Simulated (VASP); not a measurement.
# Si (a cell with a defect) in VASP: relaxation of the atoms with PBE

Aim: the relaxation of the atoms of Si (a cell with a defect) with PBE.

All numbers are computed with VASP 6.6.1; they aren't measurements. Logs are shortened: lines on timing, memory, paths and dates and some standing lists are left out, and cuts for length are marked.

## (1) The cell of the first run

The cell holds a defect, 17 atoms: a = 7.679 Å, b = 7.679 Å, c = 7.679 Å, α = 60.00°, β = 60.00°, γ = 60.00°.

## (2) Relaxation of the atoms, PBE

The input, INCAR:

```
SYSTEM = Si
  PREC = Accurate
  ENCUT = 520
  EDIFF = 1E-6
  ISMEAR = 0
  SIGMA = 0.05
  LREAL = Auto
  LASPH = .True.
  NELM = 100
  ALGO = Normal
  ISIF = 2
  LWAVE = .False.
  LCHARG = .False.
  GGA = PE
  IBRION = 2
  NSW = 80
  EDIFFG = -0.03
```

The input, KPOINTS:

```
regular mesh
0
Gamma
  2 2 2
  0 0 0
```

The input, POSCAR:

```
Si
1.0
    0.0000000000      5.4300000000      5.4300000000
    5.4300000000      0.0000000000      5.4300000000
    5.4300000000      5.4300000000      0.0000000000
Si
17
Direct
    0.0000000000      0.0000000000      0.0000000000
    0.1250000000      0.1250000000      0.1250000000
    0.0000000000      0.0000000000      0.5000000000
    0.1250000000      0.1250000000      0.6250000000
    0.0000000000      0.5000000000      0.0000000000
    0.1250000000      0.6250000000      0.1250000000
    0.0000000000      0.5000000000      0.5000000000
    0.1250000000      0.6250000000      0.6250000000
    0.5000000000      0.0000000000      0.0000000000
    0.6250000000      0.1250000000      0.1250000000
    0.5000000000      0.0000000000      0.5000000000
    0.6250000000      0.1250000000      0.6250000000
    0.5000000000      0.5000000000      0.0000000000
    0.6250000000      0.6250000000      0.1250000000
    0.5000000000      0.5000000000      0.5000000000
    0.6250000000      0.6250000000      0.6250000000
    0.8759859000      0.3776876000      0.3785185000
```

Potentials or basis: VASP PAW PBE potentials, release 64 (Si).

Run with:

```sh
cat potpaw_PBE.64/Si/POTCAR > POTCAR
mpirun -np 1 vasp_std > vasp.out
```

OUTCAR:

```text
SYSTEM = Si
   PREC = Accurate
   ENCUT = 520
   EDIFF = 1E-6
   ISMEAR = 0
   LREAL = Auto
   LASPH = .True.
   NELM = 100
   ISIF = 2
   GGA = PE
   IBRION = 2
   NSW = 80
   EDIFFG = -0.03

 ion  position               nearest neighbor table
   1  0.000  0.000  0.000-   2 2.35   4 2.35   6 2.35  10 2.35
   2  0.125  0.125  0.125-   1 2.35   3 2.35   5 2.35   9 2.35  17 2.75
   3  0.000  0.000  0.500-   2 2.35   4 2.35   8 2.35  12 2.35  17 2.37
   4  0.125  0.125  0.625-   1 2.35   3 2.35   7 2.35  11 2.35  17 2.69
   5  0.000  0.500  0.000-   2 2.35   6 2.35   8 2.35  14 2.35  17 2.37
   6  0.125  0.625  0.125-   1 2.35   5 2.35   7 2.35  13 2.35  17 2.70
   7  0.000  0.500  0.500-  17 2.31   6 2.35   8 2.35  16 2.35   4 2.35
   8  0.125  0.625  0.625-   3 2.35   5 2.35   7 2.35  15 2.35
   9  0.500  0.000  0.000-   2 2.35  10 2.35  12 2.35  14 2.35
  10  0.625  0.125  0.125-   1 2.35   9 2.35  11 2.35  13 2.35
  11  0.500  0.000  0.500-   4 2.35  10 2.35  12 2.35  16 2.35
  12  0.625  0.125  0.625-   3 2.35   9 2.35  11 2.35  15 2.35  17 2.74
  13  0.500  0.500  0.000-   6 2.35  10 2.35  14 2.35  16 2.35
  14  0.625  0.625  0.125-   5 2.35   9 2.35  13 2.35  15 2.35  17 2.74
  15  0.500  0.500  0.500-   8 2.35  12 2.35  14 2.35  16 2.35  17 2.36
  16  0.625  0.625  0.625-   7 2.35  11 2.35  13 2.35  15 2.35  17 2.68
  17  0.876  0.378  0.379-   7 2.31  15 2.36   3 2.37   5 2.37  16 2.68   4 2.69   6 2.70  12 2.74
                            14 2.74   2 2.75

  LATTYP: Found a face centered cubic cell.
 ALAT       =    10.8600000000

  Lattice vectors:

 A1 = (   0.0000000000,   5.4300000000,   5.4300000000)
 A2 = (   5.4300000000,   0.0000000000,   5.4300000000)
 A3 = (   5.4300000000,   5.4300000000,   0.0000000000)

Analysis of symmetry for initial positions (statically):
=====================================================================
 Subroutine PRICEL returns:
 Original cell was already a primitive cell.

 Routine SETGRP: Setting up the symmetry group for a
 face centered cubic supercell.

 Subroutine GETGRP returns: Found  1 space group operations
 (whereof  1 operations were pure point group operations)
 out of a pool of 48 trial point group operations.

The static configuration has the point symmetry C_1 .

Analysis of symmetry for dynamics (positions and initial velocities):
=====================================================================
 Subroutine PRICEL returns:
 Original cell was already a primitive cell.

 Routine SETGRP: Setting up the symmetry group for a
 face centered cubic supercell.

 Subroutine GETGRP returns: Found  1 space group operations
 (whereof  1 operations were pure point group operations)
 out of a pool of 48 trial point group operations.

The dynamic configuration has the point symmetry C_1 .

 Subroutine INISYM returns: Found  1 space group operations
 (whereof  1 operations are pure point group operations),
 and found     1 'primitive' translations

----------------------------------------------------------------------------------------

                                     Primitive cell

  volume of cell :     320.2060

  direct lattice vectors                    reciprocal lattice vectors
     0.000000000  5.430000000  5.430000000    -0.092081031  0.092081031  0.092081031
     5.430000000  0.000000000  5.430000000     0.092081031 -0.092081031  0.092081031
     5.430000000  5.430000000  0.000000000     0.092081031  0.092081031 -0.092081031

  length of vectors
     7.679179644  7.679179644  7.679179644     0.159489025  0.159489025  0.159489025

  position of ions in fractional coordinates (direct lattice)
     0.000000000  0.000000000  0.000000000
     0.125000000  0.125000000  0.125000000
     0.000000000  0.000000000  0.500000000
     0.125000000  0.125000000  0.625000000
     0.000000000  0.500000000  0.000000000
     0.125000000  0.625000000  0.125000000
[... 9 lines left out ...]
     0.625000000  0.625000000  0.625000000
     0.875985900  0.377687600  0.378518500

  ion indices of the primitive-cell ions
   primitive index   ion index
                 1           1
                 2           2
                 3           3
                 4           4
                 5           5
                 6           6
[... 9 lines left out ...]
                16          16
                17          17

----------------------------------------------------------------------------------------

 KPOINTS: regular mesh

Automatic generation of k-mesh.
 Grid dimensions read from file:
 generate k-points for:    2    2    2

 Generating k-lattice:

  Cartesian coordinates                     Fractional coordinates (reciprocal lattice)
    -0.046040516  0.046040516  0.046040516     0.500000000  0.000000000  0.000000000
     0.046040516 -0.046040516  0.046040516     0.000000000  0.500000000  0.000000000
     0.046040516  0.046040516 -0.046040516     0.000000000  0.000000000  0.500000000

  Length of vectors
     0.079744512  0.079744512  0.079744512

  Shift w.r.t. Gamma in fractional coordinates (k-lattice)
     0.000000000  0.000000000  0.000000000

 Subroutine IBZKPT returns following result:
 ===========================================

 Found      8 irreducible k-points:

 Following reciprocal coordinates:
            Coordinates               Weight
  0.000000  0.000000  0.000000      1.000000
  0.500000  0.000000  0.000000      1.000000
  0.000000  0.500000  0.000000      1.000000
  0.000000  0.000000  0.500000      1.000000
  0.500000  0.500000  0.500000      1.000000
  0.500000  0.500000  0.000000      1.000000
  0.000000  0.500000  0.500000      1.000000
  0.500000  0.000000  0.500000      1.000000
   k-points           NKPTS =      8   k-points in BZ     NKDIM =      8   number of bands    NBANDS=     43
   number of dos      NEDOS =    301   number of ions     NIONS =     17
   total plane-waves  NPLWV = 216000
   dimension x,y,z NGX =    60 NGY =   60 NGZ =   60
   dimension x,y,z NGXF=   120 NGYF=  120 NGZF=  120
   ions per type =              17
   NGX,Y,Z   is equivalent  to a cutoff of  12.99, 12.99, 12.99 a.u.
   NGXF,Y,Z  is equivalent  to a cutoff of  25.98, 25.98, 25.98 a.u.
 SYSTEM =  Si
   PREC   = accura    normal or accurate (medium, high low for compatibility)
   ISTART =      0    job   : 0-new  1-cont  2-samecut
   ICHARG =      2    charge: 1-file 2-atom 10-const
   ISPIN  =      1    spin polarized calculation?
   LNONCOLLINEAR =      F non collinear calculations
   LSORBIT =      F    spin-orbit coupling
   LASPH  =      T    aspherical Exc in radial PAW
   ENCUT  =  520.0 eV  38.22 Ry    6.18 a.u.  14.28 14.28 14.28*2*pi/ulx,y,z
   NELM   =    100;   NELMIN=  2; NELMDL= -5     # of ELM steps
   EDIFF  = 0.1E-05   stopping-criterion for ELM
   LREAL  =      T    real-space projection
   EDIFFG = -.3E-01   stopping-criterion for IOM
   NSW    =     80    number of steps for IOM
   IBRION =      2    ionic relax: 0-MD 1-quasi-New 2-CG
   NFREE  =      1    steps in history (QN), initial steepest desc. (CG)
   ISIF   =      2    stress and relaxation
   ISYM   =      2    0-nonsym 1-usesym 2-fastsym
   POTIM  = 0.5000    time-step for ionic-motion
   TEBEG  =    0.0;   TEEND  =   0.0 temperature during run
   PSTRESS=    0.0 pullay stress
   NELECT =      68.0000    total number of electrons
   NUPDOWN=      -1.0000    fix difference up-down
   EMIN   =  10.00;   EMAX   =-10.00  energy-range for DOS
   EFERMI =   0.00;   METHOD = LEGACY
   ISMEAR =     0;   SIGMA  =   0.05  broadening in eV -4-tet -1-fermi 0-gaus
   EFERMI_NEDOS =   21; number of points for ismear=-14 and -15
   IALGO  =     38    algorithm
   IMIX   =      4    mixing-type and parameters
     AMIX     =   0.40;   BMIX     =  1.00
     AMIX_MAG =   1.60;   BMIX_MAG =  1.00
  volume/ion in A,a.u.               =      18.84       127.11
  Fermi-wavevector in a.u.,A,eV,Ry     =   0.976715  1.845724 12.979587  0.953973
  Thomas-Fermi vector in A             =   2.107356
   LORBIT       =      0    0 simple, 1 ext, 2 COOP (PROOUT), +10 PAW based schemes
   GGA     = PE    functional components
   LHFCALC =     F    Hartree Fock is set to
   AEXX    =    0.0000 exact exchange contribution
   IVDW    =     0    specifies the selected vdW correction
   LEPSILON=     F    determine dielectric tensor
   LRPA    =     F    only Hartree local field effects (RPA)
 conjugate gradient relaxation of ions
 non-spin polarized calculation
 Gauss-broadening in eV      SIGMA  =   0.05
  energy-cutoff  :      520.00
  volume of cell :      320.21
 maximum number of plane-waves:      8646
 NGX is ok and might be reduce to    60
   NGX = 29   NGY = 29   NGZ = 29

--------------------------------------- Ionic step        1  -------------------------------------------

 number of electron      68.0000003 magnetization

 Free energy of the ion-electron system (eV)
  ---------------------------------------------------
  ext. energy  EPLUGINS =         0.00000000
  ---------------------------------------------------
  free energy    TOTEN  =       -87.86672975 eV

  energy without entropy =      -87.85708819  energy(sigma->0) =      -87.86190897

------------------------ aborting loop because EDIFF is reached ----------------------------------------

  FORCE on cell =-STRESS in cart. coord.  units (eV):
  Direction    XX          YY          ZZ          XY          YZ          ZX
  --------------------------------------------------------------------------------------
  -------------------------------------------------------------------------------------
  Total       11.6626280     11.6566328     11.6549283      0.2684246      0.4399250      0.3236013
  in kB       58.3549260     58.3249285     58.3163997      1.3430845      2.2012012      1.6191660
  external PRESSURE =      58.3320847 kB  Pullay stress =       0.0000000 kB

 VOLUME and BASIS-vectors are now :
 -----------------------------------------------------------------------------
  energy-cutoff  :      520.00
  volume of cell :      320.21
      direct lattice vectors                 reciprocal lattice vectors
     0.000000000  5.430000000  5.430000000    -0.092081031  0.092081031  0.092081031
     5.430000000  0.000000000  5.430000000     0.092081031 -0.092081031  0.092081031
     5.430000000  5.430000000  0.000000000     0.092081031  0.092081031 -0.092081031
[... 273 lines left out ...]
      6.82077      6.78803      6.78801        -0.000605      0.005649      0.005579
      4.08475      6.79628      6.79453        -0.026538     -0.019844     -0.015065
 -----------------------------------------------------------------------------------
    total drift:                               -0.002631     -0.002005     -0.003276

  FREE ENERGIE OF THE ION-ELECTRON SYSTEM (eV)
  ---------------------------------------------------
  free  energy   TOTEN  =       -87.9957077934 eV

  energy  without entropy=      -87.9857319379  energy(sigma->0) =      -87.99071987

--------------------------------------- Ionic step        7  -------------------------------------------

 number of electron      68.0000001 magnetization

 Free energy of the ion-electron system (eV)
  ---------------------------------------------------
  ext. energy  EPLUGINS =         0.00000000
  ---------------------------------------------------
  free energy    TOTEN  =       -87.99575774 eV

  energy without entropy =      -87.98579667  energy(sigma->0) =      -87.99077721

 E-fermi :   6.9105     XC(G=0):  -9.6743

 val. band max:        6.6812709169   @ k =   0.0000   0.0000   0.0000
 cond. band min:       6.9262016974   @ k =   0.5000   0.5000   0.0000
 fundamental gap:      0.2449307805
 Fermi energy:         6.9105013176

 k-point     1 :       0.0000    0.0000    0.0000
  band No.  band energies     occupation
      1      -6.3189      2.00000
      2      -3.7748      2.00000
      3      -3.6289      2.00000
      4      -3.6275      2.00000
      5      -3.6270      2.00000
      6      -2.8063      2.00000
[... 383 lines left out ...]
      8.12399      2.73554      5.40910        -0.001310      0.012206     -0.003795
      4.07334      4.10599      1.35823         0.007727     -0.005848      0.008521
      8.12468      5.40978      2.73489        -0.001248     -0.002781      0.010854
      4.07337      1.35829      4.10588         0.008403      0.009019     -0.005767
[... 9 lines left out ...]
      6.82122      6.78819      6.78816        -0.005974      0.006622      0.006682
      4.08370      6.79553      6.79391        -0.017941     -0.012742     -0.009540
 -----------------------------------------------------------------------------------
    total drift:                               -0.002116     -0.002784     -0.003787

  FREE ENERGIE OF THE ION-ELECTRON SYSTEM (eV)
  ---------------------------------------------------
  free  energy   TOTEN  =       -87.9957577378 eV

  energy  without entropy=      -87.9857966723  energy(sigma->0) =      -87.99077721

 reached required accuracy - stopping structural energy minimisation
```

Wall time 10 min (1 thread of Oxide Virtual Turin-like, shared host); peak memory 0.49 GiB.

Results:

- Free energy: -87.9958 eV
- Energy gained by relaxing: 7.6 meV/atom
- Ionic steps: 7
- Pressure after relaxing: 5.3 GPa
- Largest force after relaxing: 0.024 eV/Å
- Band gap on the k mesh: zero (bands 34 and 35 overlap by 0.26 eV)

Forces on the atoms (eV/Å):
```
Si  -0.006  0.000  0.000
Si   0.006 -0.001 -0.002
Si  -0.001  0.012 -0.004
Si   0.008 -0.006  0.009
Si  -0.001 -0.003  0.011
Si   0.008  0.009 -0.006
Si   0.001 -0.001 -0.002
Si  -0.005 -0.003 -0.002
Si   0.002  0.003  0.004
Si  -0.001 -0.001 -0.001
Si   0.000  0.002 -0.005
Si  -0.001 -0.003  0.006
Si   0.000 -0.006  0.002
Si   0.000  0.006 -0.004
Si   0.014 -0.002 -0.003
Si  -0.006  0.007  0.007
Si  -0.018 -0.013 -0.010
```

Step by step:
| step | energy change (eV) | largest force (eV/Å) | pressure (GPa) |
| --- | --- | --- | --- |
| 1 | 0.0000 | 1.1802 | 5.83 |
| 2 | -0.1250 | 0.1363 | 5.36 |
| 3 | -0.1254 | 0.2035 | 5.34 |
| 4 | -0.1283 | 0.0654 | 5.34 |
| 5 | -0.1284 | 0.0713 | 5.34 |
| 6 | -0.1290 | 0.0364 | 5.35 |
| 7 | -0.1290 | 0.0240 | 5.35 |

Final structure:
```
CELL_PARAMETERS angstrom
0.00000 5.43000 5.43000
5.43000 0.00000 5.43000
5.43000 5.43000 0.00000
ATOMIC_POSITIONS crystal
Si 0.99859 0.00054 0.00056
Si 0.12800 0.12203 0.12205
Si 0.00190 0.99425 0.50188
Si 0.12807 0.12206 0.62809
Si 0.00184 0.50182 0.99444
Si 0.12807 0.62808 0.12208
Si 0.00272 0.50268 0.50267
Si 0.12523 0.62563 0.62584
Si 0.50038 0.00042 0.00045
Si 0.62499 0.12497 0.12496
Si 0.50053 0.00057 0.49853
Si 0.62199 0.12203 0.62804
Si 0.50052 0.49855 0.00058
Si 0.62199 0.62803 0.12205
Si 0.49386 0.50202 0.50201
Si 0.62202 0.62810 0.62811
Si 0.87530 0.37588 0.37618
```

Caveat: the k points lie up to 0.50 Å⁻¹ apart.
